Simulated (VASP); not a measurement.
Write the native input for VASP 6.6.1 that does the following.

```
Task                   : single point
Functional             : r2SCAN
Potentials or basis    : VASP PAW PBE potentials, release 64 (Br, K_sv)
Cutoff                 : 520 eV
k mesh                 : 5 × 5 × 5
Occupations            : fermi-dirac, width 0.05 eV
Spin                   : non-collinear spin, zero start, spin-orbit coupling
Starting moments       : [[0.0, 0.0, 0.0], [0.0, 0.0, 0.0]] μB
Dipole correction      : no
Further INCAR settings : ALGO = Normal; EDIFF = 1e-07; NBANDS = 28
```

Crystal: KBr.

```
Br K
1.0
     0.00000    3.30000    3.30000
     3.30000    0.00000    3.30000
     3.30000    3.30000    0.00000
Br K
1 1
Direct
  0.50000 0.50000 0.50000
  0.00000 0.00000 0.00000
```

These files were run (other wordings do the same):

POSCAR

```
KBr
1.0
    0.0000000000      3.3000000000      3.3000000000
    3.3000000000      0.0000000000      3.3000000000
    3.3000000000      3.3000000000      0.0000000000
Br K
1 1
Direct
    0.5000000000      0.5000000000      0.5000000000
    0.0000000000      0.0000000000      0.0000000000
```

INCAR.step1

```
SYSTEM = KBr
PREC = Accurate ; ENCUT = 520
ISMEAR = -1 ; SIGMA = 0.05
LREAL = .False. ; LASPH = .True.
NELM = 150 ; MAGMOM = 0 0 0 0 0 0
LSORBIT = .True. ; GGA_COMPAT = .False.
NBANDS = 28 ; GGA = PE
ALGO = Normal ; EDIFF = 1E-4
LWAVE = .True. ; LCHARG = .False.
```

INCAR.step2

```
SYSTEM = KBr
PREC = Accurate ; ENCUT = 520
EDIFF = 1E-7 ; ISMEAR = -1
SIGMA = 0.05 ; LREAL = .False.
LASPH = .True. ; NELM = 150
ALGO = Normal ; ISIF = 2
LWAVE = .False. ; LCHARG = .False.
MAGMOM = 0 0 0 0 0 0 ; LORBIT = 11
LSORBIT = .True. ; GGA_COMPAT = .False.
LORBMOM = .True. ; METAGGA = R2SCAN
LMIXTAU = .True. ; NBANDS = 28
ISTART = 1
```

KPOINTS

```
regular mesh
0
Gamma
  5 5 5
  0 0 0
```

Potentials or basis: VASP PAW PBE potentials, release 64 (Br, K_sv).

Command:

```bash
$ cat potpaw_PBE.64/Br/POTCAR potpaw_PBE.64/K_sv/POTCAR > POTCAR
$ cp INCAR.step1 INCAR
$ mpirun -np 1 vasp_ncl > vasp.out
$ cp INCAR.step2 INCAR
$ mpirun -np 1 vasp_ncl > vasp.out
```

Results of the run:

- Pressure: 0.1 GPa
- Net moment: 0.00 μB per cell
- Valence electrons inside the program's atomic spheres: Br 4.93; K 7.66

Caveat: the PAW data sets were made with another functional, which shifts forces and pressure a little.

Wall time 9.7 min on 1 thread of AMD EPYC 7R13, with other jobs on the host, peak memory 0.44 GiB.
